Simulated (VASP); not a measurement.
Crystal: MgO (zincblende type).

```
Mg O
1.0
     0.00000    2.24680    2.24680
     2.24680    0.00000    2.24680
     2.24680    2.24680    0.00000
Mg O
1 1
Direct
  0.00000 0.00000 0.00000
  0.25000 0.25000 0.25000
```

```yaml
Program: VASP 6.6.1
Task: relaxation of cell and atoms
Functional: PBEsol
Potentials_or_basis: VASP PAW PBE potentials, release 64 (Mg, O)
Cutoff: 600 eV
k_mesh: 16 × 16 × 16
Occupations: fermi-dirac, width 0.05 eV
Spin: no spin polarisation
```

At the start: pressure 6.9 GPa; volume 11.34 Å³/atom.

Where does the relaxation end?

Over 3 steps the energy falls by 12.1 meV/atom and the volume is 11.93 Å³/atom (+5.2 %); space group F-43m (No. 216, to 0.1 Å) before and after.

Step by step:
```csv
step,energy change (eV),largest force (eV/Å),pressure (GPa),volume (Å³)
1,0.0000,0.0000,6.85,22.68
2,-0.0211,0.0000,-2.17,24.31
3,-0.0242,0.0000,0.01,23.86
```

Final structure:
```
Mg O
1.0
     0.00000    2.28507    2.28507
     2.28507    0.00000    2.28507
     2.28507    2.28507    0.00000
Mg O
1 1
Direct
  0.00000 0.00000 0.00000
  0.25000 0.25000 0.25000
```

Caveat: the PAW data sets were made with another functional, which shifts forces and pressure a little.
